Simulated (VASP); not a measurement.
Input of a VASP 6.6.1 run:

INCAR

```
SYSTEM = NbCd3
PREC = Accurate ; ENCUT = 520
EDIFF = 1E-6 ; ISMEAR = -1
SIGMA = 0.08 ; LREAL = .False.
LASPH = .True. ; NELM = 80
ALGO = Normal ; ISIF = 2
LWAVE = .False. ; LCHARG = .False.
GGA = CA ; NBANDS = 32
```

KPOINTS

```
Automatic mesh
0
Gamma
  9 9 9
  0 0 0
```

Contents of POSCAR:

```
NbCd3
1.0
    4.2150000000      0.0000000000      0.0000000000
    0.0000000000      4.2150000000      0.0000000000
    0.0000000000      0.0000000000      4.2993000000
Nb Cd
1 3
Direct
    0.0000000000      0.0000000000      0.0000000000
    0.0000000000      0.5000000000      0.5000000000
    0.5000000000      0.0000000000      0.5000000000
    0.5000000000      0.5000000000      0.0000000000
```

Potentials or basis: VASP PAW LDA potentials, release 64 (Nb_sv, Cd).

Command:

```sh
$ cat potpaw_LDA.64/Nb_sv/POTCAR potpaw_LDA.64/Cd/POTCAR > POTCAR
$ mpirun -np 1 vasp_std > vasp.out
```

Q: What does it give for the pressure?

A: -3.8 GPa.

Q: Predict the band gap on the k mesh.

A: Zero (an odd number of electrons rules out a gap without spin polarisation).

Stress tensor (GPa, compression positive):
```
-3.34  0.00  0.00
 0.00 -3.34  0.00
 0.00  0.00 -4.82
```

Caveat: the cell differs from its parent crystal (zz strain of +2 %); the cell stands under tension.
